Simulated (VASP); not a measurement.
# Na2YScC6N6 (Fm-3m) in VASP: further runs

Na2YScC6N6 is run at these levels: PBE; tasks: single point, relaxation of cell and atoms.

Everything below comes from runs of VASP 6.6.1. Logs are shortened: lines on timing, memory, paths and dates and some standing lists are left out, and cuts for length are marked.

## Step 1: The cell of the first run

Symmetry: Fm-3m, No. 225, cubic system. Conventional cell: a = 11.667 Å, b = 11.667 Å, c = 11.667 Å, α = 90.00°, β = 90.00°, γ = 90.00°. Within 5.4 Å of Na (site symmetry -43m) lie 12 C at 4.15 Å and 12 N at 4.19 Å and 4 Y at 5.05 Å and 4 Sc at 5.05 Å. Y (site symmetry m-3m) has 6 C at 2.47 Å within 3.3 Å. Within 2.9 Å of Sc (site symmetry m-3m) lie 6 N at 2.18 Å. C (site symmetry 4mm) has 1 N at 1.18 Å within 1.6 Å. Within 1.6 Å of N (site symmetry 4mm) lie 1 C at 1.18 Å.

## Step 2: Single point, PBE

File INCAR:

```
SYSTEM = Na2YScC6N6
PREC = Accurate
ENCUT = 520
EDIFF = 1E-6
ISMEAR = 0
SIGMA = 0.1
LREAL = Auto
LASPH = .TRUE.
NELM = 100
ALGO = Normal
ISIF = 2
LWAVE = .FALSE.
LCHARG = .FALSE.
GGA = PE
NBANDS = 59
```

File KPOINTS:

```
Automatic mesh
0
G
  6 6 6
  0 0 0
```

File POSCAR:

```
Na2YScC6N6
1.0
    0.0000000000      5.8333641641      5.8333641641
    5.8333641641      0.0000000000      5.8333641641
    5.8333641641      5.8333641641      0.0000000000
Na Y Sc C N
2 1 1 6 6
Direct
    0.2500000000      0.2500000000      0.2500000000
    0.7500000000      0.7500000000      0.7500000000
    0.0000000000      0.0000000000      0.0000000000
    0.5000000000      0.5000000000      0.5000000000
    0.7881931729      0.2118068271      0.2118068271
    0.2118068271      0.7881931729      0.2118068271
    0.2118068271      0.2118068271      0.7881931729
    0.2118068271      0.7881931729      0.7881931729
    0.7881931729      0.2118068271      0.7881931729
    0.7881931729      0.7881931729      0.2118068271
    0.6869963476      0.3130036524      0.3130036524
    0.3130036524      0.6869963476      0.3130036524
    0.3130036524      0.3130036524      0.6869963476
    0.3130036524      0.6869963476      0.6869963476
    0.6869963476      0.3130036524      0.6869963476
    0.6869963476      0.6869963476      0.3130036524
```

Potentials or basis: VASP PAW PBE potentials, release 64 (Na_pv, Y_sv, Sc_sv, C, N).

Started as:

```
$ cat potpaw_PBE.64/Na_pv/POTCAR potpaw_PBE.64/Y_sv/POTCAR potpaw_PBE.64/Sc_sv/POTCAR potpaw_PBE.64/C/POTCAR potpaw_PBE.64/N/POTCAR > POTCAR
$ mpirun -np 1 vasp_std > vasp.out
```

OUTCAR:

```text
SYSTEM = Na2YScC6N6
   PREC = Accurate
   ENCUT = 520
   EDIFF = 1E-6
   ISMEAR = 0
   LREAL = Auto
   LASPH = .TRUE.
   NELM = 100
   ISIF = 2
   GGA = PE

 ion  position               nearest neighbor table
   1  0.250  0.250  0.250-
   2  0.750  0.750  0.750-
   3  0.000  0.000  0.000-   5 2.47   6 2.47   7 2.47   8 2.47   9 2.47  10 2.47
   4  0.500  0.500  0.500-  11 2.18  12 2.18  13 2.18  14 2.18  15 2.18  16 2.18
   5  0.788  0.212  0.212-  11 1.18   3 2.47
   6  0.212  0.788  0.212-  12 1.18   3 2.47
   7  0.212  0.212  0.788-  13 1.18   3 2.47
   8  0.212  0.788  0.788-  14 1.18   3 2.47
   9  0.788  0.212  0.788-  15 1.18   3 2.47
  10  0.788  0.788  0.212-  16 1.18   3 2.47
  11  0.687  0.313  0.313-   5 1.18   4 2.18
  12  0.313  0.687  0.313-   6 1.18   4 2.18
  13  0.313  0.313  0.687-   7 1.18   4 2.18
  14  0.313  0.687  0.687-   8 1.18   4 2.18
  15  0.687  0.313  0.687-   9 1.18   4 2.18
  16  0.687  0.687  0.313-  10 1.18   4 2.18

  LATTYP: Found a face centered cubic cell.
 ALAT       =    11.6667283282

  Lattice vectors:

 A1 = (   0.0000000000,   5.8333641641,   5.8333641641)
 A2 = (   5.8333641641,   0.0000000000,   5.8333641641)
 A3 = (   5.8333641641,   5.8333641641,   0.0000000000)

Analysis of symmetry for initial positions (statically):
=====================================================================
 Subroutine PRICEL returns:
 Original cell was already a primitive cell.

 Routine SETGRP: Setting up the symmetry group for a
 face centered cubic supercell.

 Subroutine GETGRP returns: Found 48 space group operations
 (whereof 48 operations were pure point group operations)
 out of a pool of 48 trial point group operations.

The static configuration has the point symmetry O_h .

Analysis of symmetry for dynamics (positions and initial velocities):
=====================================================================
 Subroutine PRICEL returns:
 Original cell was already a primitive cell.

 Routine SETGRP: Setting up the symmetry group for a
 face centered cubic supercell.

 Subroutine GETGRP returns: Found 48 space group operations
 (whereof 48 operations were pure point group operations)
 out of a pool of 48 trial point group operations.

The dynamic configuration has the point symmetry O_h .

 Subroutine INISYM returns: Found 48 space group operations
 (whereof 48 operations are pure point group operations),
 and found     1 'primitive' translations

----------------------------------------------------------------------------------------

                                     Primitive cell

  volume of cell :     396.9970

  direct lattice vectors                    reciprocal lattice vectors
     0.000000000  5.833364164  5.833364164    -0.085713833  0.085713833  0.085713833
     5.833364164  0.000000000  5.833364164     0.085713833 -0.085713833  0.085713833
     5.833364164  5.833364164  0.000000000     0.085713833  0.085713833 -0.085713833

  length of vectors
     8.249622715  8.249622715  8.249622715     0.148460713  0.148460713  0.148460713

  position of ions in fractional coordinates (direct lattice)
     0.250000000  0.250000000  0.250000000
     0.750000000  0.750000000  0.750000000
     0.000000000  0.000000000  0.000000000
     0.500000000  0.500000000  0.500000000
     0.788193173  0.211806827  0.211806827
     0.211806827  0.788193173  0.211806827
[... 8 lines left out ...]
     0.686996348  0.313003652  0.686996348
     0.686996348  0.686996348  0.313003652

  ion indices of the primitive-cell ions
   primitive index   ion index
                 1           1
                 2           2
                 3           3
                 4           4
                 5           5
                 6           6
[... 8 lines left out ...]
                15          15
                16          16

----------------------------------------------------------------------------------------

 KPOINTS: Automatic mesh

Automatic generation of k-mesh.
 Grid dimensions read from file:
 generate k-points for:    6    6    6

 Generating k-lattice:

  Cartesian coordinates                     Fractional coordinates (reciprocal lattice)
    -0.014285639  0.014285639  0.014285639     0.166666667  0.000000000  0.000000000
     0.014285639 -0.014285639  0.014285639     0.000000000  0.166666667  0.000000000
     0.014285639  0.014285639 -0.014285639     0.000000000  0.000000000  0.166666667

  Length of vectors
     0.024743452  0.024743452  0.024743452

  Shift w.r.t. Gamma in fractional coordinates (k-lattice)
     0.000000000  0.000000000  0.000000000

 Subroutine IBZKPT returns following result:
 ===========================================

 Found     16 irreducible k-points:

 Following reciprocal coordinates:
            Coordinates               Weight
  0.000000  0.000000  0.000000      1.000000
  0.166667  0.000000  0.000000      8.000000
  0.333333  0.000000  0.000000      8.000000
  0.500000  0.000000  0.000000      4.000000
  0.166667  0.166667  0.000000      6.000000
  0.333333  0.166667  0.000000     24.000000
[... 8 lines left out ...]
 -0.333333  0.333333  0.166667     24.000000
 -0.333333  0.500000  0.166667     12.000000
   k-points           NKPTS =     16   k-points in BZ     NKDIM =     16   number of bands    NBANDS=     59
   number of dos      NEDOS =    301   number of ions     NIONS =     16
   total plane-waves  NPLWV = 262144
   dimension x,y,z NGX =    64 NGY =   64 NGZ =   64
   dimension x,y,z NGXF=   128 NGYF=  128 NGZF=  128
   ions per type =               2   1   1   6   6
   NGX,Y,Z   is equivalent  to a cutoff of  12.90, 12.90, 12.90 a.u.
   NGXF,Y,Z  is equivalent  to a cutoff of  25.79, 25.79, 25.79 a.u.
 SYSTEM =  Na2YScC6N6
   PREC   = accura    normal or accurate (medium, high low for compatibility)
   ISTART =      0    job   : 0-new  1-cont  2-samecut
   ICHARG =      2    charge: 1-file 2-atom 10-const
   ISPIN  =      1    spin polarized calculation?
   LNONCOLLINEAR =      F non collinear calculations
   LSORBIT =      F    spin-orbit coupling
   LASPH  =      T    aspherical Exc in radial PAW
   ENCUT  =  520.0 eV  38.22 Ry    6.18 a.u.  15.34 15.34 15.34*2*pi/ulx,y,z
   NELM   =    100;   NELMIN=  2; NELMDL= -5     # of ELM steps
   EDIFF  = 0.1E-05   stopping-criterion for ELM
   LREAL  =      T    real-space projection
   EDIFFG = 0.1E-04   stopping-criterion for IOM
   NSW    =      0    number of steps for IOM
   IBRION =     -1    ionic relax: 0-MD 1-quasi-New 2-CG
   NFREE  =      0    steps in history (QN), initial steepest desc. (CG)
   ISIF   =      2    stress and relaxation
   ISYM   =      2    0-nonsym 1-usesym 2-fastsym
   POTIM  = 0.5000    time-step for ionic-motion
   TEBEG  =    0.0;   TEEND  =   0.0 temperature during run
   PSTRESS=    0.0 pullay stress
   NELECT =      90.0000    total number of electrons
   NUPDOWN=      -1.0000    fix difference up-down
   EMIN   =  10.00;   EMAX   =-10.00  energy-range for DOS
   EFERMI =   0.00;   METHOD = LEGACY
   ISMEAR =     0;   SIGMA  =   0.10  broadening in eV -4-tet -1-fermi 0-gaus
   EFERMI_NEDOS =   21; number of points for ismear=-14 and -15
   IALGO  =     38    algorithm
   IMIX   =      4    mixing-type and parameters
     AMIX     =   0.40;   BMIX     =  1.00
     AMIX_MAG =   1.60;   BMIX_MAG =  1.00
  volume/ion in A,a.u.               =      24.81       167.44
  Fermi-wavevector in a.u.,A,eV,Ry     =   0.998221  1.886364 13.557452  0.996445
  Thomas-Fermi vector in A             =   2.130430
   LORBIT       =      0    0 simple, 1 ext, 2 COOP (PROOUT), +10 PAW based schemes
   GGA     = PE    functional components
   LHFCALC =     F    Hartree Fock is set to
   AEXX    =    0.0000 exact exchange contribution
   IVDW    =     0    specifies the selected vdW correction
   LEPSILON=     F    determine dielectric tensor
   LRPA    =     F    only Hartree local field effects (RPA)
 non-spin polarized calculation
 Gauss-broadening in eV      SIGMA  =   0.10
  energy-cutoff  :      520.00
  volume of cell :      397.00
 maximum number of plane-waves:     10777
 NGX is ok and might be reduce to    64
   NGX = 31   NGY = 31   NGZ = 31

 number of electron      89.9999994 magnetization

 Free energy of the ion-electron system (eV)
  ---------------------------------------------------
  ext. energy  EPLUGINS =         0.00000000
  ---------------------------------------------------
  free energy    TOTEN  =      -122.42520101 eV

  energy without entropy =     -122.39055864  energy(sigma->0) =     -122.40787983

 E-fermi :   1.0937     XC(G=0):  -6.5495

 val. band max:        1.0743725189   @ k =   0.5000   0.1667   0.0000
 cond. band min:       1.1139161697   @ k =  -0.3333   0.1667   0.0000
 fundamental gap:      0.0395436508
 Fermi energy:         1.0937093193

 k-point     1 :       0.0000    0.0000    0.0000
  band No.  band energies     occupation
      1     -49.0077      2.00000
      2     -41.6045      2.00000
      3     -27.6885      2.00000
      4     -27.6885      2.00000
      5     -27.6885      2.00000
      6     -26.4551      2.00000
[... 49 lines left out ...]
     56       4.0021      0.00000
     57       4.0021      0.00000

 k-point     2 :       0.1667    0.0000    0.0000
  band No.  band energies     occupation
      1     -49.0076      2.00000
      2     -41.6045      2.00000
      3     -27.6885      2.00000
      4     -27.6885      2.00000
      5     -27.6885      2.00000
      6     -26.4551      2.00000
[... 49 lines left out ...]
     56       4.0628      0.00000
     57       4.3381      0.00000

 k-point     3 :       0.3333    0.0000    0.0000
  band No.  band energies     occupation
      1     -49.0076      2.00000
      2     -41.6045      2.00000
      3     -27.6885      2.00000
      4     -27.6885      2.00000
      5     -27.6885      2.00000
      6     -26.4551      2.00000
[... 713 lines left out ...]
  band No.  band energies     occupation
      1     -49.0077      2.00000
      2     -41.6045      2.00000
      3     -27.6885      2.00000
      4     -27.6885      2.00000
      5     -27.6885      2.00000
      6     -26.4551      2.00000
[... 49 lines left out ...]
     56       3.8085      0.00000
     57       3.9708      0.00000

 k-point    16 :      -0.3333    0.5000    0.1667
  band No.  band energies     occupation
      1     -49.0077      2.00000
      2     -41.6045      2.00000
      3     -27.6885      2.00000
      4     -27.6885      2.00000
      5     -27.6885      2.00000
      6     -26.4551      2.00000
[... 49 lines left out ...]
     56       3.6718      0.00000
     57       3.7233      0.00000
 [bands above 57 left out]

------------------------ aborting loop because EDIFF is reached ----------------------------------------

  FORCE on cell =-STRESS in cart. coord.  units (eV):
  Direction    XX          YY          ZZ          XY          YZ          ZX
  --------------------------------------------------------------------------------------
  -------------------------------------------------------------------------------------
  Total        0.7560175      0.7560175      0.7560175     -0.0000000     -0.0000000      0.0000000
  in kB        3.0510912      3.0510912      3.0510912     -0.0000000     -0.0000000      0.0000000
  external PRESSURE =       3.0510912 kB  Pullay stress =       0.0000000 kB

 VOLUME and BASIS-vectors are now :
 -----------------------------------------------------------------------------
  energy-cutoff  :      520.00
  volume of cell :      397.00
      direct lattice vectors                 reciprocal lattice vectors
     0.000000000  5.833364164  5.833364164    -0.085713833  0.085713833  0.085713833
     5.833364164  0.000000000  5.833364164     0.085713833 -0.085713833  0.085713833
     5.833364164  5.833364164  0.000000000     0.085713833  0.085713833 -0.085713833

 POSITION                                       TOTAL-FORCE (eV/Angst)
 -----------------------------------------------------------------------------------
      2.91668      2.91668      2.91668        -0.000000     -0.000000     -0.000000
      8.75005      8.75005      8.75005        -0.000000     -0.000000     -0.000000
      0.00000      0.00000      0.00000        -0.000000     -0.000000     -0.000000
      5.83336      5.83336      5.83336        -0.000000     -0.000000     -0.000000
      2.47109      5.83336      5.83336        -0.371268     -0.000000     -0.000000
      5.83336      2.47109      5.83336        -0.000000     -0.371268     -0.000000
[... 8 lines left out ...]
      5.83336      8.01500      5.83336        -0.000000     -0.311510     -0.000000
      5.83336      5.83336      8.01500        -0.000000     -0.000000     -0.311510
 -----------------------------------------------------------------------------------
    total drift:                                0.000000      0.000000      0.000000

  FREE ENERGIE OF THE ION-ELECTRON SYSTEM (eV)
  ---------------------------------------------------
  free  energy   TOTEN  =      -122.4252010136 eV

  energy  without entropy=     -122.3905586436  energy(sigma->0) =     -122.40787983
```

Wall time 8.5 min (1 thread of Intel Xeon 6975P-C (Granite Rapids), shared host); peak memory 0.74 GiB.

What came out:

```
Free energy            : -122.4252 eV
Pressure               : 0.3 GPa
Largest force          : 0.371 eV/Å
Band gap on the k mesh : zero (bands 45 and 46 overlap by 0.54 eV)
```

Forces in eV/Å, atoms in the order of the input:
```
Na   0.000  0.000  0.000
Na   0.000  0.000  0.000
Y    0.000  0.000  0.000
Sc   0.000  0.000  0.000
C   -0.371  0.000  0.000
C    0.000 -0.371  0.000
C    0.000  0.000 -0.371
C    0.371  0.000  0.000
C    0.000  0.371  0.000
C    0.000  0.000  0.371
N    0.312  0.000  0.000
N    0.000  0.312  0.000
N    0.000  0.000  0.312
N   -0.312  0.000  0.000
N    0.000 -0.312  0.000
N    0.000  0.000 -0.312
```

## Step 3: Relaxation of cell and atoms, PBE

This run uses another cell than the first one, of 19.64 Å³/atom.

File INCAR:

```
SYSTEM = Na2YScC6N6
  ALGO = Normal
  EDIFF = 1E-6
  EDIFFG = -0.04
  ENCUT = 600
  GGA = PE
  IBRION = 2
  ISIF = 3
  ISMEAR = 0
  LASPH = .TRUE.
  LCHARG = .FALSE.
  LREAL = Auto
  LWAVE = .FALSE.
  NELM = 80
  NSW = 90
  PREC = Accurate
  SIGMA = 0.1
```

File KPOINTS:

```
k-points
0
G
  4 4 4
  0 0 0
```

File POSCAR:

```
Na2YScC6N6
1.0
    0.0000000000      5.3960000000      5.3960000000
    5.3960000000      0.0000000000      5.3960000000
    5.3960000000      5.3960000000      0.0000000000
Na Y Sc C N
2 1 1 6 6
Direct
    0.2500000000      0.2500000000      0.2500000000
    0.7500000000      0.7500000000      0.7500000000
    0.0000000000      0.0000000000      0.0000000000
    0.5000000000      0.5000000000      0.5000000000
    0.8048554500      0.1951445500      0.1951445500
    0.1951445500      0.8048554500      0.1951445500
    0.1951445500      0.1951445500      0.8048554500
    0.1951445500      0.8048554500      0.8048554500
    0.8048554500      0.1951445500      0.8048554500
    0.8048554500      0.8048554500      0.1951445500
    0.6964418100      0.3035581900      0.3035581900
    0.3035581900      0.6964418100      0.3035581900
    0.3035581900      0.3035581900      0.6964418100
    0.3035581900      0.6964418100      0.6964418100
    0.6964418100      0.3035581900      0.6964418100
    0.6964418100      0.6964418100      0.3035581900
```

Potentials or basis: VASP PAW PBE potentials, release 64 (Na_pv, Y_sv, Sc_sv, C, N).

Started as:

```
$ cat potpaw_PBE.64/Na_pv/POTCAR potpaw_PBE.64/Y_sv/POTCAR potpaw_PBE.64/Sc_sv/POTCAR potpaw_PBE.64/C/POTCAR potpaw_PBE.64/N/POTCAR > POTCAR
$ mpirun -np 1 vasp_std > vasp.out
```

Wall time 26 min (1 thread of Intel Xeon 6975P-C (Granite Rapids), shared host); peak memory 0.69 GiB.

Results (log left out):

```
Free energy                           : -122.3923 eV
Relaxed volume                        : 24.74 Å³/atom
Relaxed cell                          : a = 8.242 Å, b = 8.242 Å, c = 8.242 Å, α = 60.00°, β = 60.00°, γ = 60.00°
Space group after relaxing (to 0.1 Å) : Fm-3m (No. 225)
Energy gained by relaxing             : 299.5 meV/atom
Ionic steps                           : 9
Pressure after relaxing               : 0.1 GPa
Largest force after relaxing          : 0.034 eV/Å
Band gap on the k mesh                : zero (bands 45 and 46 overlap by 0.55 eV)
```

Forces in eV/Å, atoms in the order of the input:
```
Na   0.000  0.000  0.000
Na   0.000  0.000  0.000
Y    0.000  0.000  0.000
Sc   0.000  0.000  0.000
C    0.034  0.000  0.000
C    0.000  0.034  0.000
C    0.000  0.000  0.034
C   -0.034  0.000  0.000
C    0.000 -0.034  0.000
C    0.000  0.000 -0.034
N   -0.021  0.000  0.000
N    0.000 -0.021  0.000
N    0.000  0.000 -0.021
N    0.021  0.000  0.000
N    0.000  0.021  0.000
N    0.000  0.000  0.021
```

Step by step:
| step | energy change (eV) | largest force (eV/Å) | pressure (GPa) | volume (Å³) |
| --- | --- | --- | --- | --- |
| 1 | 0.0000 | 2.9934 | 15.47 | 314.23 |
| 2 | -4.6217 | 1.8347 | -2.39 | 408.63 |
| 3 | -4.6422 | 1.7629 | -1.47 | 399.46 |
| 4 | 1.9488 | 20.4022 | 15.68 | 398.72 |
| 5 | -4.7173 | 0.5504 | -0.10 | 399.37 |
| 6 | -4.7176 | 0.4476 | -0.18 | 399.37 |
| 7 | -4.7644 | 0.2729 | -0.10 | 398.00 |
| 8 | -4.7920 | 0.0475 | 0.10 | 395.73 |
| 9 | -4.7922 | 0.0343 | 0.07 | 395.91 |

Final structure:
```yaml
crystal:
  lattice:
    - [0.00000, 5.82803, 5.82803]
    - [5.82803, 0.00000, 5.82803]
    - [5.82803, 5.82803, 0.00000]
  atoms:
    - { symbol: Na, position: [0.25000, 0.25000, 0.25000] }
    - { symbol: Na, position: [0.75000, 0.75000, 0.75000] }
    - { symbol: Y, position: [0.00000, 0.00000, 0.00000] }
    - { symbol: Sc, position: [0.50000, 0.50000, 0.50000] }
    - { symbol: C, position: [0.78874, 0.21126, 0.21126] }
    - { symbol: C, position: [0.21126, 0.78874, 0.21126] }
    - { symbol: C, position: [0.21126, 0.21126, 0.78874] }
    - { symbol: C, position: [0.21126, 0.78874, 0.78874] }
    - { symbol: C, position: [0.78874, 0.21126, 0.78874] }
    - { symbol: C, position: [0.78874, 0.78874, 0.21126] }
    - { symbol: N, position: [0.68715, 0.31285, 0.31285] }
    - { symbol: N, position: [0.31285, 0.68715, 0.31285] }
    - { symbol: N, position: [0.31285, 0.31285, 0.68715] }
    - { symbol: N, position: [0.31285, 0.68715, 0.68715] }
    - { symbol: N, position: [0.68715, 0.31285, 0.68715] }
    - { symbol: N, position: [0.68715, 0.68715, 0.31285] }
```

Levels at points of the mesh, in eV from the Fermi level:
| k point | band 41 | band 42 | band 43 | band 44 | band 45 | band 46 | band 47 | band 48 | band 49 | band 50 |
| --- | --- | --- | --- | --- | --- | --- | --- | --- | --- | --- |
| (0.00, 0.00, 0.00) | -4.86 | -4.50 | -4.50 | -4.50 | -0.32 | -0.32 | -0.32 | 0.06 | 0.78 | 2.05 |
| (0.50, 0.00, 0.00) | -4.83 | -4.76 | -4.52 | -4.52 | 0.23 | 0.31 | 0.52 | 0.52 | 0.77 | 0.77 |
| (0.50, 0.50, 0.00) | -4.87 | -4.32 | -4.32 | -4.21 | -0.38 | 0.52 | 0.73 | 0.73 | 1.01 | 1.09 |

Caveat: the volume moved by over 15 % at a fixed basis, so the end points are rough.
